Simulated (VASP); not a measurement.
## Si: single point with PBE

Si:

```
Si
1.0
     0.00000    2.72185    2.72185
     2.72185    0.00000    2.72185
     2.72185    2.72185    0.00000
Si
2
Direct
  0.25000 0.25000 0.25000
  0.00000 0.00000 0.00000
```

```yaml
Program: VASP 6.6.1
Task: single point
Functional: PBE
Potentials_or_basis: VASP PAW PBE potentials, release 64 (Si)
Cutoff: 500 eV
k_mesh: 7 × 7 × 7
Occupations: gaussian, width 0.01 eV
Spin: no spin polarisation
Dipole_correction: no
Further_INCAR_settings: ALGO = Normal; EDIFF = 1e-06; NBANDS = 11
```

```yaml
Pressure: 1.3 GPa
Band_gap_on_the_k_mesh: 0.59 eV, indirect (least direct gap 2.56 eV)
```

Levels at points of the mesh, in eV from the valence-band top:
| k point | band 2 | band 3 | band 4 | band 5 | band 6 | band 7 |
| --- | --- | --- | --- | --- | --- | --- |
| (0.00, 0.00, 0.00) | 0.00 | 0.00 | 0.00 | 2.56 | 2.56 | 2.56 |

It took 5.2 s on 1 thread of AMD EPYC 9R45 96-Core Processor (Zen 5) (shared host), peak memory 0.11 GiB.

A k mesh can miss the band edges. A hybrid or GW would open this gap; PBE tends to underestimate it.
